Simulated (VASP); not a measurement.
# Ir (P6_3/mmc) in VASP: a series of runs, part 2 of 2

VASP 6.6.1. The steps go on from the part before.

## 3. Single point, LDA

This run uses another cell than the first one, of 13.92 Å³/atom.

Contents of INCAR:

```
SYSTEM = Ir
ALGO = Normal
EDIFF = 1E-6
ENCUT = 560
GGA = CA
GGA_COMPAT = .FALSE.
ISIF = 2
ISMEAR = -1
LASPH = .TRUE.
LCHARG = .FALSE.
LREAL = .FALSE.
LWAVE = .FALSE.
NBANDS = 24
NELM = 120
PREC = Accurate
SIGMA = 0.1
```

Contents of KPOINTS:

```
k-points
0
G
  13 13 7
  0 0 0
```

Contents of POSCAR:

```
Ir
1.0
    2.7052972923      0.0000000000      0.0000000000
   -1.3526486461      2.3428561799      0.0000000000
    0.0000000000      0.0000000000      4.3910547252
Ir
2
Direct
    0.3333333333      0.6666666667      0.2500000000
    0.6666666667      0.3333333333      0.7500000000
```

Potentials or basis: VASP PAW LDA potentials, release 64 (Ir_sv_GW).

Started as:

```console
$ cat potpaw_LDA.64/Ir_sv_GW/POTCAR > POTCAR
$ mpirun -np 1 vasp_std > vasp.out
```

OUTCAR:

```text
SYSTEM = Ir
   EDIFF = 1E-6
   ENCUT = 560
   GGA = CA
   ISIF = 2
   ISMEAR = -1
   LASPH = .TRUE.
   LREAL = .FALSE.
   NELM = 120
   PREC = Accurate

 ion  position               nearest neighbor table
   1  0.333  0.667  0.250-   2 2.69   2 2.69   2 2.69   2 2.69   2 2.69   2 2.69
   2  0.667  0.333  0.750-   1 2.69   1 2.69   1 2.69   1 2.69   1 2.69   1 2.69

  LATTYP: Found a hexagonal cell.
 ALAT       =     2.7052972923
 C/A-ratio  =     1.6231320446

  Lattice vectors:

 A1 = (   2.7052972923,   0.0000000000,   0.0000000000)
 A2 = (  -1.3526486461,   2.3428561799,   0.0000000000)
 A3 = (   0.0000000000,   0.0000000000,   4.3910547252)

Analysis of symmetry for initial positions (statically):
=====================================================================
 Subroutine PRICEL returns:
 Original cell was already a primitive cell.

 Routine SETGRP: Setting up the symmetry group for a
 hexagonal supercell.

 Subroutine GETGRP returns: Found 24 space group operations
 (whereof 12 operations were pure point group operations)
 out of a pool of 24 trial point group operations.
[... 154 lines left out ...]

 number of electron      34.0000000 magnetization

 Free energy of the ion-electron system (eV)
  ---------------------------------------------------
  ext. energy  EPLUGINS =         0.00000000
  ---------------------------------------------------
  free energy    TOTEN  =       -21.68289124 eV

  energy without entropy =      -21.60158482  energy(sigma->0) =      -21.64223803

 E-fermi :  13.1253     XC(G=0): -14.8887

 val. band max:       13.1238207915   @ k =   0.3846   0.2308   0.2857
 cond. band min:      13.1350232572   @ k =   0.3846   0.1538   0.0000
 fundamental gap:      0.0112024658
 Fermi energy:        13.1253209496

 k-point     1 :       0.0000    0.0000    0.0000
  band No.  band energies     occupation
      1     -79.5838      2.00000
      2     -79.5096      2.00000
      3     -37.0994      2.00000
      4     -36.3528      2.00000
      5     -36.3528      2.00000
      6     -36.2381      2.00000
[... 637 lines left out ...]
     23      29.6947      0.00000
     24      30.3478      0.00000

 [... further k-points ...]
[... 5 lines left out ...]
  --------------------------------------------------------------------------------------
  -------------------------------------------------------------------------------------
  Total       -0.0620673     -0.0620673     -0.0665405     -0.0000000      0.0000000      0.0000000
  in kB       -3.5730905     -3.5730905     -3.8306016     -0.0000000      0.0000000      0.0000000
  external PRESSURE =      -3.6589275 kB  Pullay stress =       0.0000000 kB

 VOLUME and BASIS-vectors are now :
 -----------------------------------------------------------------------------
  energy-cutoff  :      560.00
  volume of cell :       27.83
      direct lattice vectors                 reciprocal lattice vectors
     2.705297292  0.000000000  0.000000000     0.369645141  0.213414722  0.000000000
    -1.352648646  2.342856180  0.000000000     0.000000000  0.426829444  0.000000000
     0.000000000  0.000000000  4.391054725     0.000000000  0.000000000  0.227735718

 POSITION                                       TOTAL-FORCE (eV/Angst)
 -----------------------------------------------------------------------------------
     -0.00000      1.56190      1.09776         0.000000      0.000000      0.000000
      1.35265      0.78095      3.29329        -0.000000     -0.000000      0.000000
 -----------------------------------------------------------------------------------
    total drift:                                0.000000     -0.000000      0.000000

  FREE ENERGIE OF THE ION-ELECTRON SYSTEM (eV)
  ---------------------------------------------------
  free  energy   TOTEN  =       -21.6828912385 eV

  energy  without entropy=      -21.6015848247  energy(sigma->0) =      -21.64223803
```

OSZICAR:

```text
N       E                     dE             d eps       ncg     rms          rms(c)
DAV:   1     0.361357736802E+03    0.36136E+03   -0.26180E+04  4200   0.164E+03
DAV:   2    -0.138342109265E+02   -0.37519E+03   -0.36390E+03  4824   0.523E+02
DAV:   3    -0.240161998042E+02   -0.10182E+02   -0.10121E+02  4840   0.847E+01
DAV:   4    -0.240558381878E+02   -0.39638E-01   -0.39618E-01  4584   0.573E+00
DAV:   5    -0.240559811130E+02   -0.14293E-03   -0.14291E-03  4912   0.315E-01    0.100E+02
DAV:   6    -0.218975740519E+02    0.21584E+01   -0.37314E+00  4464   0.147E+01    0.527E+01
DAV:   7    -0.217251374106E+02    0.17244E+00   -0.11439E+00  4888   0.753E+00    0.103E+01
DAV:   8    -0.216841995296E+02    0.40938E-01   -0.15490E-01  4224   0.366E+00    0.120E+00
DAV:   9    -0.216833154150E+02    0.88411E-03   -0.29948E-03  4992   0.412E-01    0.972E-01
DAV:  10    -0.216828937106E+02    0.42170E-03   -0.75881E-04  4328   0.326E-01    0.560E-01
DAV:  11    -0.216828915068E+02    0.22038E-05   -0.89986E-06  5000   0.309E-02    0.131E-01
DAV:  12    -0.216828912385E+02    0.26828E-06   -0.72563E-07  2784   0.741E-03
   1 F= -.21682891E+02 E0= -.21642238E+02  d E =-.813064E-01
```

stdout:

```text
POSCAR found type information on POSCAR Ir
 POSCAR found :  1 types and       2 ions
 scaLAPACK will be used
 LDA part: xc-table for (Slater(with rela. corr.)+CA(PZ))
 , standard interpolation
 POSCAR, INCAR and KPOINTS ok, starting setup
 FFT: planning ... GRIDC
 FFT: planning ... GRID_SOFT
 FFT: planning ... GRID
 WAVECAR not read
 entering main loop
```

Wall time 32 s (1 thread of AMD EPYC 9R45 (Zen 5), shared host); peak memory 0.15 GiB.

Results:

```yaml
Free_energy: -21.6829 eV
Pressure: -0.4 GPa
Band_gap_on_the_k_mesh: zero (bands 17 and 18 overlap by 3.50 eV)
```

Caveat: spin-orbit coupling is left out, which moves the levels of the heavy elements.
